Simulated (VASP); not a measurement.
# CO2 (I-42d) in VASP: further runs

Runs on CO2. Level: PBEsol. Tasks: single point.

Program: VASP 6.6.1. These are calculated values, not measurements. Logs are shortened: lines on timing, memory, paths and dates and some standing lists are left out, and cuts for length are marked.

## 1. The cell of the first run

Symmetry: I-42d, No. 122, tetragonal system. Conventional cell: a = 3.690 Å, b = 3.690 Å, c = 5.889 Å, α = 90.00°, β = 90.00°, γ = 90.00°. C (site symmetry -4) has 4 O at 1.37 Å within 1.8 Å. Within 1.8 Å of O (site symmetry 2) lie 2 C at 1.37 Å.

## 2. Single point, PBEsol (6.68 Å³/atom)

INCAR reads:

```
SYSTEM = CO2
ALGO = Normal ; EDIFF = 1E-6
ENCUT = 520 ; GGA = PS
ISIF = 2 ; ISMEAR = 0
LASPH = .TRUE. ; LCHARG = .FALSE.
LREAL = .FALSE. ; LWAVE = .FALSE.
NBANDS = 25 ; NELM = 100
PREC = Accurate ; SIGMA = 0.02
```

KPOINTS reads:

```
k-points
0
G
  8 8 8
  0 0 0
```

POSCAR reads:

```
CO2
1.0
   -1.8451658395      1.8451658395      2.9445250942
    1.8451658395     -1.8451658395      2.9445250942
    1.8451658395      1.8451658395     -2.9445250942
C O
2 4
Direct
    0.7500000000      0.2500000000      0.5000000000
    0.0000000000      0.0000000000      0.0000000000
    0.6855790382      0.1250000000      0.0605790382
    0.0644209618      0.6250000000      0.9394209618
    0.3750000000      0.3144209618      0.4394209618
    0.8750000000      0.9355790382      0.5605790382
```

Potentials or basis: VASP PAW PBE potentials, release 64 (C, O).

Started as:

```bash
> cat potpaw_PBE.64/C/POTCAR potpaw_PBE.64/O/POTCAR > POTCAR
> mpirun -np 1 vasp_std > vasp.out
```

OUTCAR:

```text
SYSTEM = CO2
   EDIFF = 1E-6
   ENCUT = 520
   GGA = PS
   ISIF = 2
   ISMEAR = 0
   LASPH = .TRUE.
   LREAL = .FALSE.
   NELM = 100
   PREC = Accurate

 ion  position               nearest neighbor table
   1  0.750  0.250  0.500-   6 1.37   4 1.37   5 1.37   3 1.37
   2  0.000  0.000  0.000-   3 1.37   4 1.37   5 1.37   6 1.37
   3  0.686  0.125  0.061-   2 1.37   1 1.37
   4  0.064  0.625  0.939-   1 1.37   2 1.37
   5  0.375  0.314  0.439-   1 1.37   2 1.37
   6  0.875  0.936  0.561-   1 1.37   2 1.37

  LATTYP: Found a body centered tetragonal cell.
 ALAT       =     3.6903316790
 C/A-ratio  =     1.5958051202

  Lattice vectors:

 A1 = (  -1.8451658395,   1.8451658395,   2.9445250942)
 A2 = (   1.8451658395,  -1.8451658395,   2.9445250942)
 A3 = (   1.8451658395,   1.8451658395,  -2.9445250942)

Analysis of symmetry for initial positions (statically):
=====================================================================
 Subroutine PRICEL returns:
 Original cell was already a primitive cell.

 Routine SETGRP: Setting up the symmetry group for a
 body centered tetragonal supercell.

 Subroutine GETGRP returns: Found  8 space group operations
 (whereof  4 operations were pure point group operations)
 out of a pool of 16 trial point group operations.

The static configuration has the point symmetry S_4 .
 The point group associated with its full space group is D_2d.

Analysis of symmetry for dynamics (positions and initial velocities):
=====================================================================
 Subroutine PRICEL returns:
 Original cell was already a primitive cell.

 Routine SETGRP: Setting up the symmetry group for a
 body centered tetragonal supercell.

 Subroutine GETGRP returns: Found  8 space group operations
 (whereof  4 operations were pure point group operations)
 out of a pool of 16 trial point group operations.

The dynamic configuration has the point symmetry S_4 .
 The point group associated with its full space group is D_2d.

 Subroutine INISYM returns: Found  8 space group operations
 (whereof  4 operations are pure point group operations),
 and found     1 'primitive' translations

----------------------------------------------------------------------------------------

                                     Primitive cell

  volume of cell :      40.1002

  direct lattice vectors                    reciprocal lattice vectors
    -1.845165839  1.845165839  2.944525094     0.000000000  0.270978353  0.169806670
     1.845165839 -1.845165839  2.944525094     0.270978353  0.000000000  0.169806670
     1.845165839  1.845165839 -2.944525094     0.270978353  0.270978353  0.000000000

  length of vectors
     3.934399825  3.934399825  3.934399825     0.319786761  0.319786761  0.383221262

  position of ions in fractional coordinates (direct lattice)
     0.750000000  0.250000000  0.500000000
     0.000000000  0.000000000  0.000000000
     0.685579038  0.125000000  0.060579038
     0.064420962  0.625000000  0.939420962
     0.375000000  0.314420962  0.439420962
     0.875000000  0.935579038  0.560579038

  ion indices of the primitive-cell ions
   primitive index   ion index
                 1           1
                 2           2
                 3           3
                 4           4
                 5           5
                 6           6

----------------------------------------------------------------------------------------

 KPOINTS: k-points

Automatic generation of k-mesh.
 Grid dimensions read from file:
 generate k-points for:    8    8    8

 Generating k-lattice:

  Cartesian coordinates                     Fractional coordinates (reciprocal lattice)
     0.000000000  0.033872294  0.021225834     0.125000000  0.000000000  0.000000000
     0.033872294  0.000000000  0.021225834     0.000000000  0.125000000  0.000000000
     0.033872294  0.033872294  0.000000000     0.000000000  0.000000000  0.125000000

  Length of vectors
     0.039973345  0.039973345  0.047902658

  Shift w.r.t. Gamma in fractional coordinates (k-lattice)
     0.000000000  0.000000000  0.000000000

 Subroutine IBZKPT returns following result:
 ===========================================

 Found     59 irreducible k-points:

 Following reciprocal coordinates:
            Coordinates               Weight
  0.000000  0.000000  0.000000      1.000000
  0.125000 -0.000000  0.000000      8.000000
  0.250000 -0.000000  0.000000      8.000000
  0.375000  0.000000  0.000000      8.000000
  0.500000 -0.000000  0.000000      4.000000
  0.125000  0.125000  0.000000      8.000000
[... 16 lines left out ...]
  0.250000  0.125000  0.125000     16.000000
  0.375000  0.125000  0.125000      8.000000
 [... further k-points ...]
   k-points           NKPTS =     59   k-points in BZ     NKDIM =     59   number of bands    NBANDS=     25
   number of dos      NEDOS =    301   number of ions     NIONS =      6
   total plane-waves  NPLWV =  27000
   dimension x,y,z NGX =    30 NGY =   30 NGZ =   30
   dimension x,y,z NGXF=    60 NGYF=   60 NGZF=   60
   ions per type =               2   4
   NGX,Y,Z   is equivalent  to a cutoff of  12.68, 12.68, 12.68 a.u.
   NGXF,Y,Z  is equivalent  to a cutoff of  25.35, 25.35, 25.35 a.u.
 SYSTEM =  CO2
   PREC   = accura    normal or accurate (medium, high low for compatibility)
   ISTART =      0    job   : 0-new  1-cont  2-samecut
   ICHARG =      2    charge: 1-file 2-atom 10-const
   ISPIN  =      1    spin polarized calculation?
   LNONCOLLINEAR =      F non collinear calculations
   LSORBIT =      F    spin-orbit coupling
   LASPH  =      T    aspherical Exc in radial PAW
   ENCUT  =  520.0 eV  38.22 Ry    6.18 a.u.   7.32  7.32  7.32*2*pi/ulx,y,z
   NELM   =    100;   NELMIN=  2; NELMDL= -5     # of ELM steps
   EDIFF  = 0.1E-05   stopping-criterion for ELM
   LREAL  =      F    real-space projection
   EDIFFG = 0.1E-04   stopping-criterion for IOM
   NSW    =      0    number of steps for IOM
   IBRION =     -1    ionic relax: 0-MD 1-quasi-New 2-CG
   NFREE  =      0    steps in history (QN), initial steepest desc. (CG)
   ISIF   =      2    stress and relaxation
   ISYM   =      2    0-nonsym 1-usesym 2-fastsym
   POTIM  = 0.5000    time-step for ionic-motion
   TEBEG  =    0.0;   TEEND  =   0.0 temperature during run
   PSTRESS=    0.0 pullay stress
   NELECT =      32.0000    total number of electrons
   NUPDOWN=      -1.0000    fix difference up-down
   EMIN   =  10.00;   EMAX   =-10.00  energy-range for DOS
   EFERMI =   0.00;   METHOD = LEGACY
   ISMEAR =     0;   SIGMA  =   0.02  broadening in eV -4-tet -1-fermi 0-gaus
   EFERMI_NEDOS =   21; number of points for ismear=-14 and -15
   IALGO  =     38    algorithm
   IMIX   =      4    mixing-type and parameters
     AMIX     =   0.40;   BMIX     =  1.00
     AMIX_MAG =   1.60;   BMIX_MAG =  1.00
  volume/ion in A,a.u.               =       6.68        45.10
  Fermi-wavevector in a.u.,A,eV,Ry     =   1.518481  2.869514 31.372119  2.305786
  Thomas-Fermi vector in A             =   2.627596
   LORBIT       =      0    0 simple, 1 ext, 2 COOP (PROOUT), +10 PAW based schemes
   GGA     = PS    functional components
   LHFCALC =     F    Hartree Fock is set to
   AEXX    =    0.0000 exact exchange contribution
   IVDW    =     0    specifies the selected vdW correction
   LEPSILON=     F    determine dielectric tensor
   LRPA    =     F    only Hartree local field effects (RPA)
 non-spin polarized calculation
 Gauss-broadening in eV      SIGMA  =   0.02
  energy-cutoff  :      520.00
  volume of cell :       40.10
 maximum number of plane-waves:      1098
 NGX is ok and might be reduce to    30
   NGX = 15   NGY = 15   NGZ = 15

 number of electron      32.0000000 magnetization

 Free energy of the ion-electron system (eV)
  ---------------------------------------------------
  ext. energy  EPLUGINS =         0.00000000
  ---------------------------------------------------
  free energy    TOTEN  =       -45.70118461 eV

  energy without entropy =      -45.70118461  energy(sigma->0) =      -45.70118461

 E-fermi :   4.0333     XC(G=0): -12.3481

 val. band max:        3.9424297273   @ k =  -0.3750   0.3750   0.3750
 cond. band min:      11.4586688173   @ k =   0.0000   0.0000   0.0000
 fundamental gap:      7.5162390900
 Fermi energy:         4.0333085200

 k-point     1 :       0.0000    0.0000    0.0000
  band No.  band energies     occupation
      1     -21.2077      2.00000
      2     -15.3722      2.00000
      3     -15.3722      2.00000
      4     -14.6973      2.00000
      5     -10.7633      2.00000
      6      -6.2932      2.00000
[... 17 lines left out ...]
     24      19.3061      0.00000
     25      19.3061      0.00000

 k-point     2 :       0.1250   -0.0000    0.0000
  band No.  band energies     occupation
      1     -21.0860      2.00000
      2     -15.6413      2.00000
      3     -15.4167      2.00000
      4     -14.8497      2.00000
      5     -10.4410      2.00000
      6      -6.2935      2.00000
[... 17 lines left out ...]
     24      19.4692      0.00000
     25      19.5904      0.00000

 k-point     3 :       0.2500   -0.0000    0.0000
  band No.  band energies     occupation
      1     -20.7418      2.00000
      2     -16.4200      2.00000
      3     -15.4986      2.00000
      4     -15.0316      2.00000
      5      -9.8168      2.00000
      6      -6.2891      2.00000
[... 552 lines left out ...]
 k-point    23 :       0.2500    0.1250    0.1250
  band No.  band energies     occupation
      1     -19.9503      2.00000
      2     -17.5665      2.00000
      3     -15.7420      2.00000
      4     -15.3068      2.00000
      5      -8.9759      2.00000
      6      -6.8810      2.00000
[... 17 lines left out ...]
     24      19.0090      0.00000
     25      20.3498      0.00000

 k-point    24 :       0.3750    0.1250    0.1250
  band No.  band energies     occupation
      1     -19.6548      2.00000
      2     -17.9526      2.00000
      3     -15.7634      2.00000
      4     -15.3787      2.00000
      5      -8.7990      2.00000
      6      -6.7942      2.00000
[... 17 lines left out ...]
     24      18.7723      0.00000
     25      20.7599      0.00000

 [... further k-points ...]

------------------------ aborting loop because EDIFF is reached ----------------------------------------

  FORCE on cell =-STRESS in cart. coord.  units (eV):
  Direction    XX          YY          ZZ          XY          YZ          ZX
  --------------------------------------------------------------------------------------
  -------------------------------------------------------------------------------------
  Total        6.3736608      6.3736608      6.3269208      0.0000000     -0.0000000      0.0000000
  in kB      254.6557363    254.6557363    252.7882690      0.0000000     -0.0000000      0.0000000
  external PRESSURE =     254.0332472 kB  Pullay stress =       0.0000000 kB

 VOLUME and BASIS-vectors are now :
 -----------------------------------------------------------------------------
  energy-cutoff  :      520.00
  volume of cell :       40.10
      direct lattice vectors                 reciprocal lattice vectors
    -1.845165839  1.845165839  2.944525094     0.000000000  0.270978353  0.169806670
     1.845165839 -1.845165839  2.944525094     0.270978353  0.000000000  0.169806670
     1.845165839  1.845165839 -2.944525094     0.270978353  0.270978353  0.000000000

 POSITION                                       TOTAL-FORCE (eV/Angst)
 -----------------------------------------------------------------------------------
      0.00000      1.84517      1.47226         0.000000     -0.000000      0.000000
      0.00000      0.00000      0.00000         0.000000     -0.000000     -0.000000
     -0.92258      1.14614      2.20839         0.000000     -0.123284      0.000000
      2.76775      0.69903     -0.73613         0.000000      0.123284      0.000000
      0.69903      0.92258      0.73613         0.123284     -0.000000      0.000000
      1.14614      0.92258      3.68066        -0.123284     -0.000000      0.000000
 -----------------------------------------------------------------------------------
    total drift:                               -0.000002     -0.000002     -0.000003

  FREE ENERGIE OF THE ION-ELECTRON SYSTEM (eV)
  ---------------------------------------------------
  free  energy   TOTEN  =       -45.7011846068 eV

  energy  without entropy=      -45.7011846068  energy(sigma->0) =      -45.70118461
```

It took 29 s on 1 thread of Intel Xeon 6975P-C (Granite Rapids), shared host; peak memory 0.18 GiB.

What came out:

```yaml
Free_energy: -45.7012 eV
Pressure: 25.4 GPa
Largest_force: 0.123 eV/Å
Band_gap_on_the_k_mesh: 7.52 eV (least direct gap 7.79 eV)
```

Forces in eV/Å, atoms in the order of the input:
```
C    0.000  0.000  0.000
C    0.000  0.000  0.000
O    0.000 -0.123  0.000
O    0.000  0.123  0.000
O    0.123  0.000  0.000
O   -0.123  0.000  0.000
```

Stress tensor (GPa, compression positive):
```
25.47  0.00  0.00
 0.00 25.47  0.00
 0.00  0.00 25.28
```

Levels at points of the mesh, in eV from the valence-band top:
| k point | band 13 | band 14 | band 15 | band 16 | band 17 | band 18 | band 19 | band 20 |
| --- | --- | --- | --- | --- | --- | --- | --- | --- |
| (0.00, 0.00, 0.00) | -1.78 | -0.67 | -0.67 | -0.27 | 7.52 | 10.20 | 10.20 | 10.63 |
| (0.50, 0.00, 0.00) | -1.83 | -1.56 | -0.42 | -0.01 | 8.91 | 10.25 | 10.74 | 10.94 |
| (0.50, 0.50, 0.00) | -0.71 | -0.71 | -0.50 | -0.50 | 9.82 | 9.82 | 10.62 | 10.62 |
| (0.50, 0.50, 0.50) | -3.01 | -3.01 | -0.15 | -0.15 | 8.83 | 8.83 | 11.18 | 11.18 |

Caveat: the cell stands under pressure; the PAW data sets were made with another functional, which shifts forces and pressure a little.

(Part 1 of 2 ends here.)
